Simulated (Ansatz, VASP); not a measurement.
Bi in VASP and in Ansatz

Contents of POSCAR:

```
Bi
1.0
    2.2672586491      1.3090023913      4.1166667488
   -2.2672586491      1.3090023913      4.1166667488
    0.0000000000     -2.6180047827      4.1166667487
Bi
2
Direct
    0.2317091399      0.2317091399      0.2317091399
    0.7682908601      0.7682908601      0.7682908601
```

INCAR.step1

```
PREC = Accurate
ENCUT = 520
ISMEAR = 1
SIGMA = 0.1
LREAL = F
LASPH = T
NELM = 100
NBANDS = 22
GGA = PE
ALGO = Normal
EDIFF = 1E-4
LWAVE = T
LCHARG = F
```

The input INCAR.step2:

```
PREC = Accurate
ENCUT = 520
EDIFF = 1E-7
ISMEAR = 1
SIGMA = 0.1
LREAL = F
LASPH = T
NELM = 100
ALGO = Normal
ISIF = 2
LWAVE = F
LCHARG = F
METAGGA = R2SCAN
LMIXTAU = T
NBANDS = 22
ISTART = 1
```

The input KPOINTS:

```
Automatic mesh
0
Gamma
  9 9 9
```

Input for Ansatz:

```yaml
crystal:
  lattice:
    - [2.2672586491, 1.3090023913, 4.1166667488]
    - [-2.2672586491, 1.3090023913, 4.1166667488]
    - [0.0, -2.6180047827, 4.1166667487]
  atoms:
    - { symbol: Bi, position: [0.2317091399, 0.2317091399, 0.2317091399] }
    - { symbol: Bi, position: [0.7682908601, 0.7682908601, 0.7682908601] }
hamiltonian:
  xc: r2scan
  pseudopotentials:
    kind: paw
    azcp:
      Bi: "pseudopotentials/Bi.paw.azcp"
basis:
  ecutwfc: 500
  fft_grid_basis: typed
kpoints:
  mp_grid: { grid: [9, 9, 9], shift: [0, 0, 0] }
magnetization:
  spin_polarized: false
scf:
  occupations: { method: methfessel_paxton, width: 0.1 }
  lower_state_search: "off"
output:
  stress: true
```

Alike in both runs: task single point; functional r2SCAN; k mesh 9 × 9 × 9; occupations methfessel-paxton of order 1, width 0.1 eV; no spin polarisation.

|  | VASP | Ansatz |
| --- | --- | --- |
| version | VASP 6.6.1 | Ansatz 0.2.0 |
| potentials or method | VASP PAW PBE potentials, release 64 (Bi_d), cutoff 520 eV | plane waves (500 eV) with PAW, scalar-relativistic |
| valence electrons in the cell | 30 | 30 |

```csv
,VASP,Ansatz,Ansatz less VASP
pressure (GPa),0.0,0.0,+0.04
```

VASP's potentials were made for PBE, not for r2SCAN.

Spin-orbit coupling is off throughout.
